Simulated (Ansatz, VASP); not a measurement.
# CuO: VASP beside Ansatz

The input POSCAR:

```
CuO
1.0
    2.8363251100      0.0000000000      0.0000000000
   -1.4181625500      2.4563296000      0.0000000000
    0.0000000000      0.0000000000      2.7681127800
Cu O
1 1
Direct
    0.0000000000      0.0000000000      0.0000000000
    0.6666666667      0.3333333333      0.5000000000
```

File INCAR.step1:

```
SYSTEM = CuO
  PREC = Accurate
  ENCUT = 520
  ISMEAR = -1
  SIGMA = 0.05
  LREAL = .False.
  LASPH = .True.
  NELM = 150
  LMAXMIX = 4
  LDAU = .True.
  LDAUTYPE = 2
  LDAUL = 2 -1
  LDAUU = 5.3 0
  LDAUJ = 0 0
  NBANDS = 16
  GGA = PE
  ALGO = Normal
  EDIFF = 1E-4
  LWAVE = .True.
  LCHARG = .False.
```

File INCAR.step2:

```
SYSTEM = CuO
  PREC = Accurate
  ENCUT = 520
  EDIFF = 1E-6
  ISMEAR = -1
  SIGMA = 0.05
  LREAL = .False.
  LASPH = .True.
  NELM = 150
  ALGO = Normal
  ISIF = 2
  LWAVE = .False.
  LCHARG = .True.
  LMAXMIX = 4
  LDAU = .True.
  LDAUTYPE = 2
  LDAUL = 2 -1
  LDAUU = 5.3 0
  LDAUJ = 0 0
  LDAUPRINT = 1
  METAGGA = R2SCAN
  LMIXTAU = .True.
  LELF = .True.
  LVHAR = .True.
  NBANDS = 16
  ISTART = 1
```

Contents of KPOINTS:

```
regular mesh
0
Gamma
  11 11 10
  0 0 0
```

File input.yaml:

```yaml
crystal:
  lattice:
    - [2.83632511, 0.0, 0.0]
    - [-1.41816255, 2.4563296, 0.0]
    - [0.0, 0.0, 2.76811278]
  atoms:
    - { symbol: Cu, position: [0.0, 0.0, 0.0] }
    - { symbol: O, position: [0.6666666667, 0.3333333333, 0.5] }
hamiltonian:
  xc: r2scan
  pseudopotentials: { kind: paw }
  hubbard: { sites: [{ species: Cu, l: d, u_eff: 5.3 }] }
kpoints:
  mp_grid: { grid: [11, 11, 10] }
  band_path:
    path:
      - [[0.0, 0.0, 0.0], [0.5, 0.0, 0.0], [0.3333333333, 0.3333333333, 0.0], [0.0, 0.0, 0.0], [0.0, 0.0, 0.5], [0.5, 0.0, 0.5], [0.3333333333, 0.3333333333, 0.5], [0.0, 0.0, 0.5]]
      - [[0.5, 0.0, 0.5], [0.5, 0.0, 0.0]]
      - [[0.3333333333, 0.3333333333, 0.0], [0.3333333333, 0.3333333333, 0.5]]
    npoints: 14
scf:
  occupations: { method: fermi_dirac, width: 0.05 }
  n_extra_bands: 6
output:
  forces: true
  stress: true
  eigenvalues: true
  fatbands: false
  write_density: true
  write_potential: true
  elf: true
  volumetric_format: npy
```

Alike in both runs: functional r2SCAN; k mesh 11 × 11 × 10; occupations fermi-dirac, width 0.05 eV; no spin polarisation; Hubbard terms Cu d U = 5.3 eV.

|  | VASP | Ansatz |
| --- | --- | --- |
| version | VASP 6.6.1 | Ansatz 0.2.0 |
| potentials or method | VASP PAW PBE potentials, release 64 (Cu, O) | Ansatz PAW |
| plane-wave cutoff (eV) | 520 | 500 |
| valence electrons in the cell | 17 | 25 |
| task | single point | band structure |

VASP gave:

```
gap on the k mesh at the Fermi level (eV)                     : none
pressure (GPa)                                                : -10.1
traceless stress, the component that is largest in VASP (GPa) : -9.75
```

Q: Estimate Ansatz's values.

A: gap on the k mesh at the Fermi level (eV): none; pressure (GPa): -4.3; traceless stress, the component that is largest in VASP (GPa): -7.86.

VASP's potentials were made for PBE, not for r2SCAN. The programs project onto different local orbitals, so the same U acts differently, and such runs can settle in different states. A gap of «none» marks a metal or a gap that the smearing closes. VASP's potentials hold 17 valence electrons a cell and Ansatz's 25, so a difference there can come from the potentials and not from the codes.
